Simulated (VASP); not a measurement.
# CuI (Marshite) (F-43m) in VASP: vibrations by perturbation theory with PBEsol

Aim: the vibrations by perturbation theory of CuI (Marshite) with PBEsol.

All numbers are computed with VASP 6.6.1; they aren't measurements. Logs are shortened: lines on timing, memory, paths and dates and some standing lists are left out, and cuts for length are marked.

### Step 1. The cell of the first run

It takes space group F-43m (No. 216, cubic). The conventional cell has a = 5.939 Å, b = 5.939 Å, c = 5.939 Å, α = 90.00°, β = 90.00°, γ = 90.00°. Within 3.4 Å of Cu (site symmetry -43m) lie 4 I at 2.57 Å. Within 3.4 Å of I (site symmetry -43m) lie 4 Cu at 2.57 Å.

### Step 2. Vibrations by perturbation theory, PBEsol

INCAR reads:

```
SYSTEM = CuI
  PREC = Accurate
  ENCUT = 520
  EDIFF = 1E-8
  ISMEAR = 0
  SIGMA = 0.01
  LREAL = .False.
  LASPH = .True.
  NELM = 100
  ALGO = Normal
  ISIF = 2
  LWAVE = .False.
  LCHARG = .False.
  GGA = PS
  NBANDS = 16
  IBRION = 8
  NSW = 1
  LEPSILON = .True.
```

KPOINTS reads:

```
Automatic mesh
0
Gamma
  8 8 8
  0 0 0
```

POSCAR reads:

```
CuI
1.0
    0.0000000000      2.9695838486      2.9695838486
    2.9695838486      0.0000000000      2.9695838486
    2.9695838486      2.9695838486      0.0000000000
Cu I
1 1
Direct
    0.2500000000      0.2500000000      0.2500000000
    0.0000000000      0.0000000000      0.0000000000
```

Potentials or basis: VASP PAW PBE potentials, release 64 (Cu, I).

Started as:

```sh
$ cat potpaw_PBE.64/Cu/POTCAR potpaw_PBE.64/I/POTCAR > POTCAR
$ mpirun -np 1 vasp_std > vasp.out
```

OUTCAR:

```text
SYSTEM = CuI
   PREC = Accurate
   ENCUT = 520
   EDIFF = 1E-8
   ISMEAR = 0
   LREAL = .False.
   LASPH = .True.
   NELM = 100
   ISIF = 2
   GGA = PS
   IBRION = 8
   NSW = 1
   LEPSILON = .True.

 ion  position               nearest neighbor table
   1  0.250  0.250  0.250-   2 2.57   2 2.57   2 2.57   2 2.57
   2  0.000  0.000  0.000-   1 2.57   1 2.57   1 2.57   1 2.57

  LATTYP: Found a face centered cubic cell.
 ALAT       =     5.9391676972

  Lattice vectors:

 A1 = (   0.0000000000,   2.9695838486,   2.9695838486)
 A2 = (   2.9695838486,   0.0000000000,   2.9695838486)
 A3 = (   2.9695838486,   2.9695838486,   0.0000000000)

Analysis of symmetry for initial positions (statically):
=====================================================================
 Subroutine PRICEL returns:
 Original cell was already a primitive cell.

 Routine SETGRP: Setting up the symmetry group for a
 face centered cubic supercell.

 Subroutine GETGRP returns: Found 24 space group operations
 (whereof 24 operations were pure point group operations)
 out of a pool of 48 trial point group operations.

The static configuration has the point symmetry T_d .

Analysis of symmetry for dynamics (positions and initial velocities):
=====================================================================
 Subroutine PRICEL returns:
 Original cell was already a primitive cell.

 Routine SETGRP: Setting up the symmetry group for a
 face centered cubic supercell.

 Subroutine GETGRP returns: Found 24 space group operations
 (whereof 24 operations were pure point group operations)
 out of a pool of 48 trial point group operations.

The dynamic configuration has the point symmetry T_d .

 Subroutine INISYM returns: Found 24 space group operations
 (whereof 24 operations are pure point group operations),
 and found     1 'primitive' translations

----------------------------------------------------------------------------------------

                                     Primitive cell

  volume of cell :      52.3741

  direct lattice vectors                    reciprocal lattice vectors
     0.000000000  2.969583849  2.969583849    -0.168373761  0.168373761  0.168373761
     2.969583849  0.000000000  2.969583849     0.168373761 -0.168373761  0.168373761
     2.969583849  2.969583849  0.000000000     0.168373761  0.168373761 -0.168373761

  length of vectors
     4.199625753  4.199625753  4.199625753     0.291631908  0.291631908  0.291631908

  position of ions in fractional coordinates (direct lattice)
     0.250000000  0.250000000  0.250000000
     0.000000000  0.000000000  0.000000000

  ion indices of the primitive-cell ions
   primitive index   ion index
                 1           1
                 2           2

----------------------------------------------------------------------------------------

 KPOINTS: Automatic mesh

Automatic generation of k-mesh.
 Grid dimensions read from file:
 generate k-points for:    8    8    8

 Generating k-lattice:

  Cartesian coordinates                     Fractional coordinates (reciprocal lattice)
[... 603 lines left out ...]

 Free energy of the ion-electron system (eV)
  ---------------------------------------------------
  ---------------------------------------------------
  free energy    TOTEN  =        -0.90376478 eV

  energy without entropy =       -0.90376478

------------------------ aborting loop because EDIFF is reached ----------------------------------------

--------------------------------------- Ionic step        2  -------------------------------------------

------------------------ aborting loop because EDIFF is reached ----------------------------------------

--------------------------------------- Ionic step        3  -------------------------------------------

------------------------ aborting loop because EDIFF is reached ----------------------------------------

 PIEZOELECTRIC TENSOR FIELD DIRECTION 3  (e Angst)
 -----------------------------------------------------------------------------
    -0.00347  1.02844  0.00000           (  0.00000 -0.09780  0.00000)
     1.02844 -0.00347  0.00000           ( -0.09780  0.00000  0.00000)
     0.00000  0.00000  0.00195           (  0.00000  0.00000 -0.00001)

 PIEZOELECTRIC TENSOR FIELD DIRECTION 3  (C/m^2)
 -----------------------------------------------------------------------------
    -0.00106  0.31461  0.00000
     0.31461 -0.00106  0.00000
     0.00000  0.00000  0.00060

--------------------------------------- Ionic step        4  -------------------------------------------

------------------------ aborting loop because EDIFF is reached ----------------------------------------

[... ionic steps 5 to 6 ...]

--------------------------------------- Ionic step        7  -------------------------------------------

 Free energy of the ion-electron system (eV)
  ---------------------------------------------------
  ---------------------------------------------------
  free energy    TOTEN  =        -0.07763290 eV

  energy without entropy =       -0.07763290

------------------------ aborting loop because EDIFF is reached ----------------------------------------

 INTERNAL STRAIN TENSOR  FOR ION    2  DIRECTION 1   (eV/Angst):
 -----------------------------------------------------------------------------
    -0.00908  0.00000  0.00000
     0.00000  0.01508  4.22715
     0.00000  4.22715  0.01508

 MACROSCOPIC STATIC DIELECTRIC TENSOR (including local field effects in DFT)
 ------------------------------------------------------
           6.899353     0.000000     0.000000
           0.000000     6.899353    -0.000000
           0.000000    -0.000000     6.899353
 ------------------------------------------------------

 PIEZOELECTRIC TENSOR (including local field effects)  for field in x, y, z        (e  Angst)
          XX          YY          ZZ          XY          YZ          ZX
  --------------------------------------------------------------------------------
  x    -0.00000    -0.00000     0.00000     0.00000     1.06736     0.00000
  y     0.00000     0.00000     0.00000     0.00000    -0.00000     1.06736
  z     0.00000     0.00000    -0.00000     1.06736     0.00000    -0.00000

 PIEZOELECTRIC TENSOR (including local field effects)  for field in x, y, z        (C/m^2)
          XX          YY          ZZ          XY          YZ          ZX
  --------------------------------------------------------------------------------
  x    -0.00000    -0.00000     0.00000     0.00000     0.32652     0.00000
  y     0.00000     0.00000     0.00000     0.00000    -0.00000     0.32652
  z     0.00000     0.00000    -0.00000     0.32652     0.00000    -0.00000

 BORN EFFECTIVE CHARGES (including local field effects) (in |e|, cummulative output)
 ---------------------------------------------------------------------------------
 ion    1
    1     1.03412     0.00000     0.00000
    2     0.00000     1.03412    -0.00000
    3     0.00000     0.00000     1.03412
 ion    2
    1    -1.03412     0.00000    -0.00000
    2     0.00000    -1.03412     0.00000
    3    -0.00000     0.00000    -1.03412

 INTERNAL STRAIN TENSOR FOR ION    2 for displacements in x,y,z  (eV/Angst):
          X           Y           Z          XY          YZ          ZX
  --------------------------------------------------------------------------------
  x    -0.00000     0.00000     0.00000     0.00000     4.22715     0.00000
  y     0.00000    -0.00000     0.00000     0.00000     0.00000     4.22715
  z     0.00000     0.00000    -0.00000     4.22715     0.00000     0.00000

 SECOND DERIVATIVES (NOT SYMMETRIZED)
 ------------------------------------
               1X          1Y          1Z          2X          2Y          2Z
  1X    -3.250179    0.000000    0.000000    3.250179    0.000000    0.000000
  1Y     0.000000   -3.250179    0.000000    0.000000    3.250179    0.000000
  1Z     0.000000    0.000000   -3.250179    0.000000    0.000000    3.250179
  2X     3.270779    0.000000    0.000000   -3.270779    0.000000    0.000000
  2Y     0.000000    3.270779    0.000000    0.000000   -3.270779    0.000000
  2Z     0.000000    0.000000    3.270779    0.000000    0.000000   -3.270779

 Eigenvectors and eigenvalues of the dynamical matrix
 ----------------------------------------------------

   1 f  =    4.335830 THz    27.242826 2PiTHz  144.627734 cm-1    17.931546 meV
             X         Y         Z           dx          dy          dz
      1.484792  1.484792  1.484792     0.000000    0.815433    0.000000
      0.000000  0.000000  0.000000     0.000000   -0.578852    0.000000
[... 21 lines left out ...]
   6 f/i=    0.006465 THz     0.040622 2PiTHz    0.215658 cm-1     0.026738 meV
             X         Y         Z           dx          dy          dz
      1.484792  1.484792  1.484792     0.000000    0.000000   -0.578852
      0.000000  0.000000  0.000000     0.000000    0.000000   -0.815433

--------------------------------------------------------------------------------------------------------

 MACROSCOPIC STATIC DIELECTRIC TENSOR IONIC CONTRIBUTION
 ------------------------------------------------------
           1.133207    -0.000000     0.000000
          -0.000000     1.133207    -0.000000
           0.000000    -0.000000     1.133207
 ------------------------------------------------------

 ELASTIC MODULI CONTR FROM IONIC RELAXATION (kBar)
 Direction    XX          YY          ZZ          XY          YZ          ZX
 --------------------------------------------------------------------------------
 XX          -0.0000      0.0000      0.0000     -0.0000      0.0000     -0.0000
 YY           0.0000     -0.0000      0.0000     -0.0000     -0.0000      0.0000
 ZZ           0.0000      0.0000     -0.0000      0.0000     -0.0000     -0.0000
 XY          -0.0000     -0.0000      0.0000   -180.7921      0.0000      0.0000
 YZ           0.0000     -0.0000     -0.0000      0.0000   -180.7921      0.0000
 ZX          -0.0000      0.0000     -0.0000      0.0000      0.0000   -180.7921
 --------------------------------------------------------------------------------

 PIEZOELECTRIC TENSOR IONIC CONTR  for field in x, y, z        (C/m^2)
          XX          YY          ZZ          XY          YZ          ZX
  --------------------------------------------------------------------------------
  x     0.00000    -0.00000    -0.00000    -0.00000    -0.42591     0.00000
  y    -0.00000     0.00000    -0.00000     0.00000     0.00000    -0.42591
  z    -0.00000    -0.00000     0.00000    -0.42591    -0.00000     0.00000
```

It took 6.9 min on 1 thread of Intel Xeon Platinum 8375C at 2.90GHz (Ice Lake), shared host; peak memory 0.36 GiB.

Results:

```yaml
Electronic_dielectric_tensor_diagonal: 6.90
Born_charges_mean_of_the_diagonal: Cu +1.03; I -1.03 e
Highest_phonon_frequency_at_Γ_LO-TO_splitting_left_out: 145 cm⁻¹
```

Phonon frequencies in cm⁻¹ (negative: imaginary):
| q point | frequencies |
| --- | --- |
| (0.000, 0.000, 0.000) | 0 0 0 145 145 145 |

Electronic dielectric tensor:
```
6.90 0.00 0.00
0.00 6.90 0.00
0.00 0.00 6.90
```

Born effective charge tensors (e):
atom 1, Cu
```
1.03 0.00 0.00
0.00 1.03 0.00
0.00 0.00 1.03
```
atom 2, I
```
-1.03  0.00  0.00
 0.00 -1.03  0.00
 0.00  0.00 -1.03
```

Caveat: spin-orbit coupling is left out, which moves the levels of the heavy elements.
